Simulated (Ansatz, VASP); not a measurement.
NiMoIrPdW: VASP beside Ansatz

```xyz
5
Lattice="4.1467 0.0000 0.0000 -2.0734 3.5911 0.0000 0.0000 0.0000 5.4163" Properties=species:S:1:pos:R:3 pbc="T T T"
Ni    0.0000    0.0000    0.1203
Mo    2.0734    1.1970    2.4913
Pd    0.0000    2.3941    4.0406
Ir    0.0000    2.3941    1.3888
W     2.0734    1.1970    5.4155
```

Alike in both runs: task single point; functional PBE; k mesh 5 × 5 × 4; occupations fermi-dirac, width 0.05 eV; collinear spin; Hubbard terms Ir d U = 3.0 eV, Mo d U = 3.0 eV, Ni d U = 3.0 eV, Pd d U = 3.0 eV, W d U = 3.0 eV.

```csv
,VASP,Ansatz
version,VASP 6.6.1,Ansatz 0.2.0
potentials or method,"VASP PAW PBE potentials, release 64 (Ni, Mo_sv, Pd, Ir, W_sv), cutoff 520 eV","all-electron LAPW, scalar-relativistic"
```

VASP gave:

| Quantity | Value |
| --- | --- |
| gap on the k mesh at the Fermi level (eV) | none |
| pressure (GPa) | -1.9 |
| traceless stress, the component that is largest in VASP (GPa) | 1.02 |
| rms of the force components (eV/Å) | 0.033 |
| net moment per atom (μB) | 0.00 |

Q: What did Ansatz give for the same quantities?

A: gap on the k mesh at the Fermi level (eV): none; pressure (GPa): 0.8; traceless stress, the component that is largest in VASP (GPa): 0.32; rms of the force components (eV/Å): 0.129; net moment per atom (μB): 0.00.

The programs project onto different local orbitals, so the same U acts differently, and such runs can settle in different states. Atom by atom the forces differ by 0.099 eV/Å (rms over components). A gap of «none» marks a metal or a gap that the smearing closes. Ansatz ran all-electron here, and VASP with PAW potentials.

Neither program's run includes spin-orbit coupling. Noted on Ansatz's run: the k mesh is thin for a metal, which can move the energy by tens of meV per atom; the magnetic state may not be the lowest; U is the effective U less J, on atomic orbitals that reach past the spheres.
